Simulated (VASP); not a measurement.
# ZrB2 (P6/mmm) in VASP: a series of runs

Runs on ZrB2. Level: LDA. Tasks: electric field gradients.

Everything below comes from runs of VASP 6.6.1. Logs are shortened: lines on timing, memory, paths and dates and some standing lists are left out, and cuts for length are marked.

### 1 The cell of the first run

It takes space group P6/mmm (No. 191, hexagonal). The conventional cell has a = 3.227 Å, b = 3.227 Å, c = 3.589 Å, α = 90.00°, β = 90.00°, γ = 120.00°. Within 3.4 Å of Zr (site symmetry 6/mmm) lie 12 B at 2.59 Å and 6 Zr at 3.23 Å. Within 2.5 Å of B (site symmetry -6m2) lie 3 B at 1.86 Å.

### 2 Electric field gradients, LDA (volume scaled by 1.06)

File INCAR:

```
SYSTEM = ZrB2
PREC = Accurate
ENCUT = 520
EDIFF = 1E-8
ISMEAR = -1
SIGMA = 0.05
LREAL = .False.
LASPH = .True.
NELM = 60
ALGO = Normal
ISIF = 2
LWAVE = .False.
LCHARG = .False.
LEFG = .True.
NBANDS = 16
```

File KPOINTS:

```
Automatic mesh
0
Gamma
  12 12 9
  0 0 0
```

File POSCAR:

```
ZrB2
1.0
    3.2270744050      0.0000000000      0.0000000000
   -1.6135372026      2.7947284147      0.0000000000
    0.0000000000      0.0000000000      3.5890371349
Zr B
1 2
Direct
    0.0000000000      0.0000000000      0.0000000000
    0.3333333333      0.6666666667      0.5000000000
    0.6666666667      0.3333333333      0.5000000000
```

Potentials or basis: VASP PAW LDA potentials, release 64 (Zr_sv, B).

The run is started by

```bash
$ cat potpaw_LDA.64/Zr_sv/POTCAR potpaw_LDA.64/B/POTCAR > POTCAR
$ mpirun -np 1 vasp_std > vasp.out
```

OUTCAR:

```text
SYSTEM = ZrB2
   PREC = Accurate
   ENCUT = 520
   EDIFF = 1E-8
   ISMEAR = -1
   LREAL = .False.
   LASPH = .True.
   NELM = 60
   ISIF = 2

 ion  position               nearest neighbor table
   1  0.000  0.000  0.000-   2 2.59   3 2.59   2 2.59   3 2.59   3 2.59   3 2.59   2 2.59   2 2.59
                             3 2.59   3 2.59   2 2.59   2 2.59
   2  0.333  0.667  0.500-   3 1.86   3 1.86   3 1.86   1 2.59   1 2.59   1 2.59   1 2.59   1 2.59
                             1 2.59
   3  0.667  0.333  0.500-   2 1.86   2 1.86   2 1.86   1 2.59   1 2.59   1 2.59   1 2.59   1 2.59
                             1 2.59

  LATTYP: Found a hexagonal cell.
 ALAT       =     3.2270744050
 C/A-ratio  =     1.1121643583

  Lattice vectors:

 A1 = (   3.2270744050,   0.0000000000,   0.0000000000)
 A2 = (  -1.6135372026,   2.7947284147,   0.0000000000)
 A3 = (   0.0000000000,   0.0000000000,   3.5890371349)

Analysis of symmetry for initial positions (statically):
=====================================================================
 Subroutine PRICEL returns:
 Original cell was already a primitive cell.

 Routine SETGRP: Setting up the symmetry group for a
 hexagonal supercell.

 Subroutine GETGRP returns: Found 24 space group operations
 (whereof 24 operations were pure point group operations)
 out of a pool of 24 trial point group operations.

The static configuration has the point symmetry D_6h.

Analysis of symmetry for dynamics (positions and initial velocities):
=====================================================================
 Subroutine PRICEL returns:
 Original cell was already a primitive cell.

 Routine SETGRP: Setting up the symmetry group for a
 hexagonal supercell.

 Subroutine GETGRP returns: Found 24 space group operations
 (whereof 24 operations were pure point group operations)
 out of a pool of 24 trial point group operations.

The dynamic configuration has the point symmetry D_6h.

 Subroutine INISYM returns: Found 24 space group operations
 (whereof 24 operations are pure point group operations),
 and found     1 'primitive' translations

----------------------------------------------------------------------------------------

                                     Primitive cell
[... 136 lines left out ...]
  free energy    TOTEN  =       -27.31848989 eV

  energy without entropy =      -27.31635872  energy(sigma->0) =      -27.31742430

 E-fermi :   9.9598     XC(G=0): -12.3504

 val. band max:        9.8156382602   @ k =   0.0833   0.0833   0.3333
 cond. band min:       9.9664711592   @ k =   0.1667   0.1667   0.1111
 fundamental gap:      0.1508328991
 Fermi energy:         9.9597545631

 k-point     1 :       0.0000    0.0000    0.0000
  band No.  band energies     occupation
      1     -38.6178      2.00000
      2     -16.9307      2.00000
      3     -16.4411      2.00000
      4     -16.4411      2.00000
      5      -2.4272      2.00000
      6       7.3545      2.00000
[... 433 lines left out ...]
      3     -16.8540      2.00000
      4     -16.5752      2.00000
      5      -0.4585      2.00000
      6       3.6424      2.00000
[... 8 lines left out ...]
     15      17.0761      0.00000
     16      19.8450      0.00000

 [... further k-points ...]

------------------------ aborting loop because EDIFF is reached ----------------------------------------

  FORCE on cell =-STRESS in cart. coord.  units (eV):
  Direction    XX          YY          ZZ          XY          YZ          ZX
  --------------------------------------------------------------------------------------
  -------------------------------------------------------------------------------------
  Total       -3.9872847     -3.9872847     -3.5166592      0.0000000      0.0000000     -0.0000000
  in kB     -197.3609767   -197.3609767   -174.0661487      0.0000000      0.0000000     -0.0000000
  external PRESSURE =    -189.5960340 kB  Pullay stress =       0.0000000 kB

 VOLUME and BASIS-vectors are now :
 -----------------------------------------------------------------------------
  energy-cutoff  :      520.00
  volume of cell :       32.37
      direct lattice vectors                 reciprocal lattice vectors
     3.227074405  0.000000000  0.000000000     0.309878198  0.178908261  0.000000000
    -1.613537203  2.794728415  0.000000000     0.000000000  0.357816522  0.000000000
     0.000000000  0.000000000  3.589037135     0.000000000  0.000000000  0.278626262

 POSITION                                       TOTAL-FORCE (eV/Angst)
 -----------------------------------------------------------------------------------
      0.00000      0.00000      0.00000        -0.000000      0.000000     -0.000000
     -0.00000      1.86315      1.79452         0.000000     -0.000000     -0.000000
      1.61354      0.93158      1.79452        -0.000000      0.000000      0.000000
 -----------------------------------------------------------------------------------
    total drift:                               -0.000000      0.000000      0.000000

  FREE ENERGIE OF THE ION-ELECTRON SYSTEM (eV)
  ---------------------------------------------------
  free  energy   TOTEN  =       -27.3184898897 eV

  energy  without entropy=      -27.3163587162  energy(sigma->0) =      -27.31742430

 Electric field gradients (V/A^2)
---------------------------------------------------------------------
 ion       V_xx      V_yy      V_zz      V_xy      V_xz      V_yz
---------------------------------------------------------------------
   1     -21.970   -21.970    43.939     0.000    -0.000    -0.000
   2      -0.877    -0.877     1.753    -0.000     0.000     0.000
   3      -0.877    -0.877     1.753    -0.000     0.000     0.000
---------------------------------------------------------------------

 Electric field gradients after diagonalization (V/A^2)
 (convention: |V_zz| > |V_xx| > |V_yy|)
----------------------------------------------------------------------
 ion       V_xx      V_yy      V_zz     asymmetry (V_yy - V_xx)/ V_zz
----------------------------------------------------------------------
   1     -21.970   -21.970    43.939       0.000
   2      -0.877    -0.877     1.753       0.000
   3      -0.877    -0.877     1.753       0.000
----------------------------------------------------------------------

           NMR quadrupolar parameters

 Cq : quadrupolar parameter    Cq=e*Q*V_zz/h
 eta: asymmetry parameters     (V_yy - V_xx)/ V_zz
 Q  : nuclear electric quadrupole moment in mb (millibarn)
----------------------------------------------------------------------
 ion       Cq(MHz)       eta       Q (mb)
----------------------------------------------------------------------
   1       0.106       0.000       1.000
   2       0.004       0.000       1.000
   3       0.004       0.000       1.000
----------------------------------------------------------------------
```

Run time: 35 s. Hardware: 1 thread of Intel Xeon Platinum 8259CL at 2.50GHz (Skylake/Cascade Lake), shared host; peak memory 0.16 GiB.

Results:

| Quantity | Value |
| --- | --- |
| Free energy | -27.3185 eV |
| Pressure | -19.0 GPa |
| Band gap on the k mesh | zero (band 9 reaches 10.58 eV, above the bottom of band 10 at 9.39 eV) |

Stress tensor (GPa, compression positive):
```
-19.74   0.00   0.00
  0.00 -19.74   0.00
  0.00   0.00 -17.41
```

Electric field gradients, principal values (V/Å²):
```
atom    least   middle  greatest (by size)
1 Zr  -21.970  -21.970              43.939
 2 B   -0.877   -0.877               1.753
 3 B   -0.877   -0.877               1.753
```

Caveat: without QUAD_EFG the Cq values of the log hold for a quadrupole moment of 1 mb, not for the nuclei.

### 3 Electric field gradients, LDA (volume scaled by 1.06)

File INCAR:

```
PREC = Accurate
ENCUT = 520
EDIFF = 1E-8
ISMEAR = -1
SIGMA = 0.05
LREAL = False
LASPH = True
NELM = 100
ALGO = Normal
ISIF = 2
LWAVE = False
LCHARG = False
GGA = CA
LEFG = True
NBANDS = 16
```

File KPOINTS:

```
Automatic mesh
0
Gamma
  12 12 9
```

POSCAR is that of step 2.

Potentials or basis: VASP PAW LDA potentials, release 64 (Zr_sv, B).

The run is started by

```bash
$ cat potpaw_LDA.64/Zr_sv/POTCAR potpaw_LDA.64/B/POTCAR > POTCAR
$ mpirun -np 1 vasp_std > vasp.out
```

OUTCAR:

```text
PREC = Accurate
   ENCUT = 520
   EDIFF = 1E-8
   ISMEAR = -1
   LREAL = False
   LASPH = True
   NELM = 100
   ISIF = 2
   GGA = CA

 ion  position               nearest neighbor table
   1  0.000  0.000  0.000-   2 2.59   3 2.59   2 2.59   3 2.59   3 2.59   3 2.59   2 2.59   2 2.59
                             3 2.59   3 2.59   2 2.59   2 2.59
   2  0.333  0.667  0.500-   3 1.86   3 1.86   3 1.86   1 2.59   1 2.59   1 2.59   1 2.59   1 2.59
                             1 2.59
   3  0.667  0.333  0.500-   2 1.86   2 1.86   2 1.86   1 2.59   1 2.59   1 2.59   1 2.59   1 2.59
                             1 2.59

  LATTYP: Found a hexagonal cell.
 ALAT       =     3.2270744050
 C/A-ratio  =     1.1121643583
[... 682 lines left out ...]
 ion       V_xx      V_yy      V_zz      V_xy      V_xz      V_yz
---------------------------------------------------------------------
   1     -21.970   -21.970    43.939     0.000    -0.000    -0.000
   2      -0.877    -0.877     1.753    -0.000     0.000     0.000
   3      -0.877    -0.877     1.753    -0.000     0.000     0.000
---------------------------------------------------------------------

 Electric field gradients after diagonalization (V/A^2)
 (convention: |V_zz| > |V_xx| > |V_yy|)
----------------------------------------------------------------------
 ion       V_xx      V_yy      V_zz     asymmetry (V_yy - V_xx)/ V_zz
----------------------------------------------------------------------
   1     -21.970   -21.970    43.939       0.000
   2      -0.877    -0.877     1.753       0.000
   3      -0.877    -0.877     1.753       0.000
----------------------------------------------------------------------

           NMR quadrupolar parameters

 Cq : quadrupolar parameter    Cq=e*Q*V_zz/h
 eta: asymmetry parameters     (V_yy - V_xx)/ V_zz
 Q  : nuclear electric quadrupole moment in mb (millibarn)
----------------------------------------------------------------------
 ion       Cq(MHz)       eta       Q (mb)
----------------------------------------------------------------------
   1       0.106       0.000       1.000
   2       0.004       0.000       1.000
   3       0.004       0.000       1.000
----------------------------------------------------------------------
```

stdout:

```text
POSCAR found type information on POSCAR ZrB
 POSCAR found :  2 types and       3 ions
 scaLAPACK will be used
 LDA part: xc-table for (Slater(with rela. corr.)+CA(PZ))
 , standard interpolation
 POSCAR, INCAR and KPOINTS ok, starting setup
 FFT: planning ... GRIDC
 FFT: planning ... GRID_SOFT
 FFT: planning ... GRID
 WAVECAR not read
 entering main loop
ion   1

ion   2

ion   3
```

Wall time 30 s (1 thread of Intel Xeon Platinum 8259CL at 2.50GHz (Skylake/Cascade Lake), shared host); peak memory 0.16 GiB.

What came out:

| Item | Value |
| --- | --- |
| Free energy | -27.3185 eV |
| Pressure | -19.0 GPa |
| Band gap on the k mesh | zero (band 9 reaches 10.58 eV, above the bottom of band 10 at 9.39 eV) |

Levels at points of the mesh, in eV from the Fermi level:
| k point | band 5 | band 6 | band 7 | band 8 | band 9 | band 10 | band 11 | band 12 | band 13 | band 14 |
| --- | --- | --- | --- | --- | --- | --- | --- | --- | --- | --- |
| (0.00, 0.00, 0.00) | -12.39 | -2.61 | -2.61 | -2.54 | -2.36 | 3.07 | 3.07 | 3.84 | 3.84 | 4.56 |
| (0.50, 0.00, 0.00) | -8.72 | -8.37 | -3.76 | -3.04 | -2.61 | 2.07 | 2.09 | 4.50 | 4.57 | 6.19 |

Electric field gradients, principal values (V/Å²):
```tsv
atom	least	middle	greatest (by size)
1 Zr	-21.970	-21.970	43.939
2 B	-0.877	-0.877	1.753
3 B	-0.877	-0.877	1.753
```

Caveat: without QUAD_EFG the Cq values of the log hold for a quadrupole moment of 1 mb, not for the nuclei.

[end of part 1 of 2]
